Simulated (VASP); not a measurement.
B2P3:

```xyz
5
Lattice="4.4801 0.0000 0.0000 0.0000 4.4801 0.0000 0.0000 0.0000 4.4801" Properties=species:S:1:pos:R:3 pbc="T T T"
B     0.0000    0.0000    0.0000
B     2.2401    2.2401    2.2401
P     2.2401    0.0000    0.0000
P     0.0000    2.2401    0.0000
P     0.0000    0.0000    2.2401
```

* Program: VASP 6.6.1
* Task: relaxation of cell and atoms
* Functional: PBE
* Potentials or basis: VASP PAW PBE potentials, release 64 (B, P)
* Cutoff: 600 eV
* k mesh: 4 × 4 × 4
* Occupations: gaussian, width 0.1 eV
* Spin: no spin polarisation

At the start: pressure -16.4 GPa; volume 17.98 Å³/atom.

Q: Where does the relaxation end?

A: Over 4 steps the energy falls by 380.7 meV/atom and the volume is 12.73 Å³/atom (-29.2 %); space group Pm-3m (No. 221, to 0.05 Å).

Step by step:
| step | energy change (eV) | largest force (eV/Å) | pressure (GPa) | volume (Å³) |
| --- | --- | --- | --- | --- |
| 1 | 0.0000 | 0.0000 | -16.43 | 89.92 |
| 2 | -1.8210 | 0.0000 | -5.84 | 68.00 |
| 3 | -1.9007 | 0.0000 | -1.14 | 64.44 |
| 4 | -1.9034 | 0.0000 | 0.10 | 63.65 |

Final structure:
```xyz
5
Lattice="3.9928 0.0000 0.0000 0.0000 3.9928 0.0000 0.0000 0.0000 3.9928" Properties=species:S:1:pos:R:3 pbc="T T T"
B     0.0000    0.0000    0.0000
B     1.9964    1.9964    1.9964
P     1.9964    0.0000    0.0000
P     0.0000    1.9964    0.0000
P     0.0000    0.0000    1.9964
```

Caveat: the volume moved by over 15 % at a fixed basis, so the end points are rough.
